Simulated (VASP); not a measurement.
# HPt6 in VASP: notebook, part 2 of 2

VASP 6.6.1. The steps go on from the part before.

### Step 3. Single point, PBE

The input, INCAR:

```
SYSTEM = HPt6
PREC = Accurate
ENCUT = 520
EDIFF = 1E-6
ISMEAR = 0
SIGMA = 0.1
LREAL = .FALSE.
LASPH = .TRUE.
NELM = 60
ALGO = Normal
ISIF = 2
LWAVE = .FALSE.
LCHARG = .FALSE.
LDIPOL = .TRUE.
IDIPOL = 3
DIPOL = 0.5 0.5 0.289
GGA = PE
NBANDS = 74
```

The input, KPOINTS:

```
regular mesh
0
G
  5 5 1
  0 0 0
```

The input, POSCAR:

```
HPt6
1.0
    5.6143281343      0.0000000000      0.0000000000
    0.0000000000      5.6143281343      0.0000000000
    0.0000000000      0.0000000000     21.8513792319
Pt H
12 2
Direct
    0.2500000000      0.2500000000      0.1830548066
    0.2500000000      0.7500000000      0.1830548066
    0.7500000000      0.2500000000      0.1830548066
    0.7500000000      0.7500000000      0.1830548066
    0.0000000000      0.0000000000      0.2712126041
    0.0000000000      0.5000000000      0.2712126041
    0.5000000000      0.0000000000      0.2712126041
    0.5000000000      0.5000000000      0.2712126041
    0.2500000000      0.2500000000      0.3593081768
    0.2500000000      0.7500000000      0.3593081768
    0.7500000000      0.2500000000      0.3593081768
    0.7500000000      0.7500000000      0.3593081768
   -0.0578876033      0.0000000000      0.3945462271
    0.0578876033      0.0000000000      0.3945462271
```

Potentials or basis: VASP PAW PBE potentials, release 64 (Pt, H).

Started as:

```bash
$ cat potpaw_PBE.64/Pt/POTCAR potpaw_PBE.64/H/POTCAR > POTCAR
$ mpirun -np 1 vasp_std > vasp.out
```

OUTCAR:

```text
SYSTEM = HPt6
   PREC = Accurate
   ENCUT = 520
   EDIFF = 1E-6
   ISMEAR = 0
   LREAL = .FALSE.
   LASPH = .TRUE.
   NELM = 60
   ISIF = 2
   GGA = PE

 ion  position               nearest neighbor table
   1  0.250  0.250  0.183-   5 2.77   6 2.77   7 2.77   8 2.77   2 2.81   3 2.81   2 2.81   3 2.81

   2  0.250  0.750  0.183-   5 2.77   6 2.77   7 2.77   8 2.77   1 2.81   4 2.81   1 2.81   4 2.81

   3  0.750  0.250  0.183-   5 2.77   6 2.77   7 2.77   8 2.77   1 2.81   4 2.81   4 2.81   1 2.81
[... 4 lines left out ...]
                             6 2.81   7 2.81   6 2.81   7 2.81
   6  0.000  0.500  0.271-   9 2.77  10 2.77  11 2.77  12 2.77   1 2.77   2 2.77   3 2.77   4 2.77
                             5 2.81   8 2.81   5 2.81   8 2.81
   7  0.500  0.000  0.271-   9 2.77  10 2.77  11 2.77  12 2.77   1 2.77   2 2.77   3 2.77   4 2.77
                             5 2.81   8 2.81   8 2.81   5 2.81
   8  0.500  0.500  0.271-   9 2.77  10 2.77  11 2.77  12 2.77   1 2.77   2 2.77   3 2.77   4 2.77
                             6 2.81   7 2.81   7 2.81   6 2.81
   9  0.250  0.250  0.359-  14 1.93   6 2.77   7 2.77   8 2.77   5 2.77  11 2.81  10 2.81  10 2.81
[... 904 lines left out ...]
  Direction    XX          YY          ZZ          XY          YZ          ZX
  --------------------------------------------------------------------------------------
  -------------------------------------------------------------------------------------
  Total       -2.5149436     -8.5484397      3.9672865      0.0000000      0.0000000      0.0000000
  in kB       -5.8501150    -19.8848810      9.2284701      0.0000000      0.0000000      0.0000000
  external PRESSURE =      -5.5021753 kB  Pullay stress =       0.0000000 kB

 VOLUME and BASIS-vectors are now :
 -----------------------------------------------------------------------------
  energy-cutoff  :      520.00
  volume of cell :      688.77
      direct lattice vectors                 reciprocal lattice vectors
     5.614328134  0.000000000  0.000000000     0.178115703  0.000000000  0.000000000
     0.000000000  5.614328134  0.000000000     0.000000000  0.178115703  0.000000000
     0.000000000  0.000000000 21.851379232     0.000000000  0.000000000  0.045763702

 POSITION                                       TOTAL-FORCE (eV/Angst)
 -----------------------------------------------------------------------------------
      1.40358      1.40358      4.00000         0.015652      0.033943     -0.034287
      1.40358      4.21075      4.00000         0.015652     -0.033943     -0.034287
      4.21075      1.40358      4.00000        -0.015652      0.033943     -0.034287
      4.21075      4.21075      4.00000        -0.015652     -0.033943     -0.034287
      0.00000      0.00000      5.92637         0.000000      0.000000     -0.858521
      0.00000      2.80716      5.92637         0.000000      0.000000     -0.389720
      2.80716      0.00000      5.92637         0.000000      0.000000     -0.401154
      2.80716      2.80716      5.92637         0.000000      0.000000      0.306994
      1.40358      1.40358      7.85138         0.495563      0.552226      0.031875
      1.40358      4.21075      7.85138         0.495563     -0.552226      0.031875
      4.21075      1.40358      7.85138        -0.495563      0.552226      0.031875
      4.21075      4.21075      7.85138        -0.495563     -0.552226      0.031875
      5.28933      0.00000      8.62138        -9.434769      0.000000      0.676026
      0.32500      0.00000      8.62138         9.434769      0.000000      0.676026
 -----------------------------------------------------------------------------------
    total drift:                                0.000000      0.000000     -0.000158

  FREE ENERGIE OF THE ION-ELECTRON SYSTEM (eV)
  ---------------------------------------------------
  free  energy   TOTEN  =       -71.2138140154 eV

  energy  without entropy=      -71.0561094128  energy(sigma->0) =      -71.13496171

 vacuum level on the upper side and lower side of the slab         4.163         4.457
```

OSZICAR:

```text
N       E                     dE             d eps       ncg     rms          rms(c)
DAV:   1     0.856008155673E+03    0.85601E+03   -0.50332E+04  1332   0.135E+03
DAV:   2    -0.109405180782E+01   -0.85710E+03   -0.78995E+03  1672   0.266E+02
DAV:   3    -0.731665826639E+02   -0.72073E+02   -0.66434E+02  1592   0.733E+01
[... 22 lines left out ...]
DAV:  26    -0.712138064509E+02   -0.54842E-05   -0.32999E-07   876   0.131E-03    0.143E-03
DAV:  27    -0.712138092087E+02   -0.27578E-05   -0.11632E-07   854   0.109E-03    0.963E-04
DAV:  28    -0.712138109513E+02   -0.17425E-05   -0.71498E-08   836   0.691E-04    0.474E-04
DAV:  29    -0.712138131833E+02   -0.22320E-05   -0.82221E-08   846   0.542E-04    0.287E-04
DAV:  30    -0.712138140154E+02   -0.83213E-06   -0.31981E-08   822   0.368E-04
   1 F= -.71213814E+02 E0= -.71134962E+02  d E =-.157705E+00
```

stdout:

```text
POSCAR found type information on POSCAR PtH
 POSCAR found :  2 types and      14 ions
 scaLAPACK will be used
 LDA part: xc-table for (Slater+PW92), standard interpolation
 POSCAR, INCAR and KPOINTS ok, starting setup
 FFT: planning ... GRIDC
 FFT: planning ... GRID_SOFT
 FFT: planning ... GRID
 WAVECAR not read
 entering main loop
```

It took 12 min on 1 thread of Intel Xeon 6975P-C (Granite Rapids), shared host; peak memory 0.78 GiB.

Results:

| Quantity | Value |
| --- | --- |
| Free energy | -71.2138 eV |
| Largest force | 9.459 eV/Å |
| Band gap on the k mesh | zero (bands 61 and 62 overlap by 0.16 eV) |

Forces on the atoms (eV/Å):
```
Pt   0.016  0.034 -0.034
Pt   0.016 -0.034 -0.034
Pt  -0.016  0.034 -0.034
Pt  -0.016 -0.034 -0.034
Pt   0.000  0.000 -0.859
Pt   0.000  0.000 -0.390
Pt   0.000  0.000 -0.401
Pt   0.000  0.000  0.307
Pt   0.496  0.552  0.032
Pt   0.496 -0.552  0.032
Pt  -0.496  0.552  0.032
Pt  -0.496 -0.552  0.032
H   -9.435  0.000  0.676
H    9.435  0.000  0.676
```

Levels at points of the mesh, in eV from the Fermi level:
| k point | band 56 | band 57 | band 58 | band 59 | band 60 | band 61 | band 62 | band 63 | band 64 | band 65 |
| --- | --- | --- | --- | --- | --- | --- | --- | --- | --- | --- |
| (0.00, 0.00, 0.00) | -0.05 | -0.04 | 0.01 | 0.05 | 0.08 | 0.09 | 0.36 | 0.68 | 0.70 | 0.86 |

Caveat: spin-orbit coupling is left out, which moves the levels of the heavy elements.

### Step 4. Single point, PBE

The input, INCAR:

```
ALGO     = Normal         # electronic algorithm
DIPOL    = 0.5 0.5 0.293
EDIFF    = 1E-6           # SCF threshold, eV
ENCUT    = 520            # plane-wave cutoff, eV
GGA      = PE             # functional
IDIPOL   = 3            
ISIF     = 2              # what is computed and relaxed
ISMEAR   = 0              # smearing method
LASPH    = T              # aspherical terms in the spheres
LCHARG   = F              # write CHGCAR
LDIPOL   = T            
LREAL    = F              # projectors in reciprocal space
LWAVE    = F              # write WAVECAR
NBANDS   = 74             # bands
NELM     = 80             # most SCF steps
PREC     = Accurate       # precision mode
SIGMA    = 0.1            # smearing width, eV
```

The input, KPOINTS:

```
k-points
0
Gamma
  5 5 1
```

POSCAR: that of step 3 with these lines changed.

```diff
@@ -20,3 +20,3 @@
     0.7500000000      0.7500000000      0.3593081768
-   -0.0578876033      0.0000000000      0.3945462271
-    0.0578876033      0.0000000000      0.3945462271
+   -0.0578876033      0.0000000000      0.4238349961
+    0.0578876033      0.0000000000      0.4238349961
```

Started as:

```bash
$ cat potpaw_PBE.64/Pt/POTCAR potpaw_PBE.64/H/POTCAR > POTCAR
$ mpirun -np 1 vasp_std > vasp.out
```

It took 12 min on 1 thread of Intel Xeon 6975P-C (Granite Rapids), shared host; peak memory 0.78 GiB.

The run converged. Its results:

```yaml
Free_energy: -71.7712 eV
Largest_force: 6.794 eV/Å
Band_gap_on_the_k_mesh: zero (bands 61 and 62 overlap by 0.15 eV)
```

Forces on the atoms (eV/Å):
```
Pt   0.024  0.031  0.006
Pt   0.024 -0.031  0.006
Pt  -0.024  0.031  0.006
Pt  -0.024 -0.031  0.006
Pt   0.000  0.000 -0.188
Pt   0.000  0.000 -0.114
Pt   0.000  0.000 -0.124
Pt   0.000  0.000 -0.162
Pt   0.230  0.236 -0.060
Pt   0.230 -0.236 -0.060
Pt  -0.230  0.236 -0.060
Pt  -0.230 -0.236 -0.060
H   -6.782  0.000  0.403
H    6.782  0.000  0.403
```

Levels at points of the mesh, in eV from the Fermi level:
| k point | band 58 | band 59 | band 60 | band 61 | band 62 | band 63 | band 64 | band 65 |
| --- | --- | --- | --- | --- | --- | --- | --- | --- |
| (0.00, 0.00, 0.00) | 0.07 | 0.11 | 0.11 | 0.12 | 0.35 | 0.73 | 0.79 | 0.84 |

Caveat: spin-orbit coupling is left out, which moves the levels of the heavy elements.

### Step 5. Single point, PBE

The input, INCAR:

```
SYSTEM = HPt6
  ALGO = Normal
  DIPOL = 0.5 0.5 0.293
  EDIFF = 1E-6
  ENCUT = 520
  GGA = PE
  IDIPOL = 3
  ISIF = 2
  ISMEAR = 0
  LASPH = .True.
  LCHARG = .False.
  LDIPOL = .True.
  LREAL = .False.
  LWAVE = .False.
  NBANDS = 74
  NELM = 80
  PREC = Accurate
  SIGMA = 0.1
```

The input, KPOINTS:

```
k-points
0
Gamma
  5 5 1
  0 0 0
```

POSCAR: that of step 4 with these lines changed.

```diff
@@ -20,3 +20,3 @@
     0.7500000000      0.7500000000      0.3593081768
-   -0.0578876033      0.0000000000      0.4238349961
-    0.0578876033      0.0000000000      0.4238349961
+   -0.1646679670      0.0000000000      0.4238349961
+    0.1646679670      0.0000000000      0.4238349961
```

Started as:

```bash
$ cat potpaw_PBE.64/Pt/POTCAR potpaw_PBE.64/H/POTCAR > POTCAR
$ mpirun -np 1 vasp_std > vasp.out
```

Run time: 22 min. Hardware: 1 thread of Intel Xeon Platinum 8259CL at 2.50GHz (Skylake/Cascade Lake), shared host; peak memory 0.79 GiB.

Results (log left out):

| Item | Value |
| --- | --- |
| Free energy | -72.7868 eV |
| Largest force | 1.909 eV/Å |
| Band gap on the k mesh | zero (bands 61 and 62 overlap by 0.42 eV) |

Forces on the atoms (eV/Å):
```
Pt  -0.006  0.043 -0.057
Pt  -0.006 -0.043 -0.057
Pt   0.006  0.043 -0.057
Pt   0.006 -0.043 -0.057
Pt   0.000  0.000 -0.430
Pt   0.000  0.000 -0.158
Pt   0.000  0.000 -0.358
Pt   0.000  0.000  0.303
Pt  -0.215 -0.441  1.080
Pt  -0.215  0.441  1.080
Pt   0.215 -0.441  1.080
Pt   0.215  0.441  1.080
H   -0.821  0.000 -1.724
H    0.821  0.000 -1.724
```

Levels at points of the mesh, in eV from the Fermi level:
| k point | band 58 | band 59 | band 60 | band 61 | band 62 | band 63 |
| --- | --- | --- | --- | --- | --- | --- |
| (0.00, 0.00, 0.00) | 0.05 | 0.08 | 0.09 | 0.34 | 0.36 | 0.70 |

Caveat: spin-orbit coupling is left out, which moves the levels of the heavy elements.

### Step 6. Summary

| cell | gap on the mesh (eV) | largest force (eV/Å) |
| --- | --- | --- |
| as given, atomic positions A | none | 4.91 |
| as given, atomic positions B | none | 9.46 |
| as given, atomic positions C | none | 6.79 |
| as given, atomic positions D | none | 1.91 |

Alike in all rows: task single point; level PBE; potentials or basis VASP PAW PBE potentials, release 64 (Pt, H); no spin polarisation; k mesh 5 × 5 × 1; cutoff (eV) 520; smearing gaussian 0.1 eV.

Caveats: spin-orbit coupling is left out, which moves the levels of the heavy elements.

Absolute energies hang on the potentials; compare differences alone.
